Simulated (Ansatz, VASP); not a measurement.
## One calculation of YAuS2, two programs

INCAR

```
PREC = Accurate
ENCUT = 600
EDIFF = 1E-6
ISMEAR = 0
SIGMA = 0.1
LREAL = False
LASPH = True
NELM = 100
ALGO = Normal
ISIF = 3
LWAVE = False
LCHARG = False
GGA = PE
IBRION = 2
NSW = 90
EDIFFG = -0.04
```

Contents of KPOINTS:

```
regular mesh
0
Gamma
  4 4 6
```

Contents of POSCAR:

```
YAuS2
1.0
    4.7520000000      0.0000000000      0.0000000000
    0.0000000000      4.7520000000      0.0000000000
    0.0000000000      0.0000000000      3.3960265000
Y S Au
1 2 1
Direct
    0.5000000000      0.5000000000      0.5000000000
    0.5000000000      0.0000000000      0.0000000000
    0.0000000000      0.5000000000      0.0000000000
    0.0000000000      0.0000000000      0.0000000000
```

Input for Ansatz:

```yaml
crystal:
  lattice:
    - [4.752, 0.0, 0.0]
    - [0.0, 4.752, 0.0]
    - [0.0, 0.0, 3.3960265]
  atoms:
    - { symbol: "Y", position: [0.5, 0.5, 0.5] }
    - { symbol: S, position: [0.5, 0.0, 0.0] }
    - { symbol: S, position: [0.0, 0.5, 0.0] }
    - { symbol: Au, position: [0.0, 0.0, 0.0] }
basis:
  ecutwfc: 420
kpoints:
  mp_grid: { grid: [4, 4, 6] }
hamiltonian:
  xc: pbe
scf:
  occupations: { method: gaussian, width: 0.1 }
  lower_state_search: "off"
output:
  forces: true
  stress: true
  eigenvalues: true
relax:
  adjacent_minimum: "off"
  f_tol: 0.04
  max_steps: 70
  cell: { stress_tol: 0.4 }
```

Alike in both runs: task relaxation of cell and atoms; functional PBE; k mesh 4 × 4 × 6; occupations gaussian, width 0.1 eV; no spin polarisation.

|  | VASP | Ansatz |
| --- | --- | --- |
| version | VASP 6.6.1 | Ansatz 0.2.0 |
| potentials or method | VASP PAW PBE potentials, release 64 (Y_sv, S, Au), cutoff 600 eV | scalar-relativistic, plane waves, PAW |
| valence electrons in the cell | 34 | 42 |

Ansatz gave:

```
gap on the k mesh at the Fermi level, each at its own relaxed structure (eV) : none
relaxed volume (Å³/atom)                                                     : 21.06
relaxed cell length with the largest relative difference (Å)                 : 4.900
```

**Question.** What did VASP give for the same quantities?

**Answer.** gap on the k mesh at the Fermi level, each at its own relaxed structure (eV): none; relaxed volume (Å³/atom): 20.98; relaxed cell length with the largest relative difference (Å): 4.894.

A gap of «none» marks a metal or a gap that the smearing closes. VASP's potentials hold 34 valence electrons a cell and Ansatz's 42, so a difference there can come from the potentials and not from the codes.

Neither program's run includes spin-orbit coupling.
